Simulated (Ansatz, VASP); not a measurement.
# BeTe: VASP beside Ansatz

```xyz
2
Lattice="0.0000 2.8286 2.8569 2.8286 0.0000 2.8569 2.8286 2.8286 0.0000" Properties=species:S:1:pos:R:3 pbc="T T T"
Be    0.0000    0.0000    0.0000
Te    1.4143    1.4143    1.4285
```

Change from the starting cell: uniaxial_z strain +1.0%.

Alike in both runs: task single point; functional r2SCAN; k mesh 8 × 8 × 8; no spin polarisation.

|  | VASP | Ansatz |
| --- | --- | --- |
| version | VASP 6.6.1 | Ansatz 0.2.0 |
| potentials or method | VASP PAW PBE potentials, release 64 (Be, Te) | plane waves, PAW |
| plane-wave cutoff (eV) | 520 | 500 |
| occupations | gaussian, width 0.01 eV | fixed |
| valence electrons in the cell | 8 | 18 |

|  | VASP | Ansatz | Ansatz less VASP |
| --- | --- | --- | --- |
| gap on the k mesh at the Fermi level (eV) | 2.35 | 2.36 | +0.006 |
| pressure (GPa) | -0.4 | -0.6 | -0.15 |
| traceless stress, the component that is largest in VASP (GPa) | -0.42 | -0.42 | -0.002 |

VASP's potentials were made for PBE, not for r2SCAN. VASP's potentials hold 8 valence electrons a cell and Ansatz's 18, so a difference there can come from the potentials and not from the codes.

Spin-orbit coupling is off throughout.
